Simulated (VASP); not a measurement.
Input of a VASP 6.6.1 run:

INCAR

```
SYSTEM = Ti
PREC     = Accurate       ! precision mode
ENCUT    = 520            ! plane-wave cutoff, eV
EDIFF    = 1E-6           ! SCF threshold, eV
ISMEAR   = 0              ! smearing method
SIGMA    = 0.15           ! smearing width, eV
LREAL    = .False.        ! projectors in reciprocal space
LASPH    = .True.         ! aspherical terms in the spheres
NELM     = 60             ! most SCF steps
ALGO     = Fast           ! electronic algorithm
ISIF     = 2              ! what is computed and relaxed
LWAVE    = .False.        ! write WAVECAR
LCHARG   = .True.         ! write CHGCAR
GGA      = PE             ! functional
LELF     = .True.         ! ELF
LVHAR    = .True.       
NBANDS   = 12             ! bands
```

Contents of KPOINTS:

```
regular mesh
0
Gamma
  22 22 22
  0 0 0
```

Contents of POSCAR:

```
Ti
1.0
   -1.7323498620      1.7323498620      1.4724973827
    1.7323498620     -1.7323498620      1.4724973827
    1.7323498620      1.7323498620     -1.4724973827
Ti
1
Direct
    0.0000000000      0.0000000000      0.0000000000
```

Potentials or basis: VASP PAW PBE potentials, release 64 (Ti_sv).

Run with:

```sh
$ cat potpaw_PBE.64/Ti_sv/POTCAR > POTCAR
$ mpirun -np 1 vasp_std > vasp.out
```

Q: Predict the band gap on the k mesh.

A: Zero (bands 6 and 7 overlap by 1.38 eV).

Q: Predict the pressure.

A: -2.6 GPa.

Stress tensor (GPa, compression positive):
```
-3.08  0.00  0.00
 0.00 -3.08  0.00
 0.00  0.00 -1.69
```
